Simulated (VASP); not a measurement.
A run of VASP 6.6.1 is set up as follows.

Contents of INCAR:

```
ALGO = Normal
EDIFF = 1E-6
ENCUT = 520
GGA = PS
ISIF = 2
ISMEAR = -1
LASPH = T
LCHARG = F
LREAL = F
LWAVE = F
NBANDS = 22
NELM = 60
PREC = Accurate
SIGMA = 0.05
```

The input KPOINTS:

```
k-points
0
Gamma
  11 11 6
```

Contents of POSCAR:

```
Rh
1.0
    2.6752291329      0.0000000000      0.0000000000
   -1.3376145665      2.3168163901      0.0000000000
    0.0000000000      0.0000000000      4.3380863070
Rh
2
Direct
    0.3333333333      0.6666666667      0.2500000000
    0.6666666667      0.3333333333      0.7500000000
```

Potentials or basis: VASP PAW PBE potentials, release 64 (Rh_pv).

The run is started by

```console
$ cat potpaw_PBE.64/Rh_pv/POTCAR > POTCAR
$ mpirun -np 1 vasp_std > vasp.out
```

Question: Predict the pressure.

Answer: 2.4 GPa.

Question: Predict the band gap on the k mesh.

Answer: Zero (band 15 reaches 12.93 eV, above the bottom of band 16 at 10.46 eV).

Stress tensor (GPa, compression positive):
```
2.76 0.00 0.00
0.00 2.76 0.00
0.00 0.00 1.65
```

Caveat: the PAW data sets were made with another functional, which shifts forces and pressure a little.
